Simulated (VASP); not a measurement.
A run of VASP 6.6.1 is set up as follows.

File INCAR:

```
SYSTEM = RuS2
  PREC = Accurate
  ENCUT = 520
  EDIFF = 1E-7
  ISMEAR = 0
  SIGMA = 0.1
  LREAL = .False.
  LASPH = .True.
  NELM = 100
  ALGO = Normal
  ISIF = 2
  LWAVE = .False.
  LCHARG = .True.
  GGA = PE
  LELF = .True.
  LVHAR = .True.
  NBANDS = 20
```

Contents of KPOINTS:

```
Automatic mesh
0
Gamma
  12 12 16
  0 0 0
```

File POSCAR:

```
RuS2
1.0
    4.0587317528      0.0000000000      0.0000000000
    0.0000000000      4.0587317528      0.0000000000
    0.0000000000      0.0000000000      2.9775060616
Ru S
1 2
Direct
    0.0000000000      0.0000000000      0.0000000000
    0.5000000000      0.0000000000      0.5000000000
    0.0000000000      0.5000000000      0.5000000000
```

Potentials or basis: VASP PAW PBE potentials, release 64 (Ru_pv, S).

Launch:

```bash
$ cat potpaw_PBE.64/Ru_pv/POTCAR potpaw_PBE.64/S/POTCAR > POTCAR
$ mpirun -np 1 vasp_std > vasp.out
```

**Question.** Predict the pressure.

**Answer.** -0.1 GPa.

**Question.** Predict the band gap on the k mesh.

**Answer.** Zero (band 13 reaches 9.48 eV, above the bottom of band 14 at 7.31 eV).
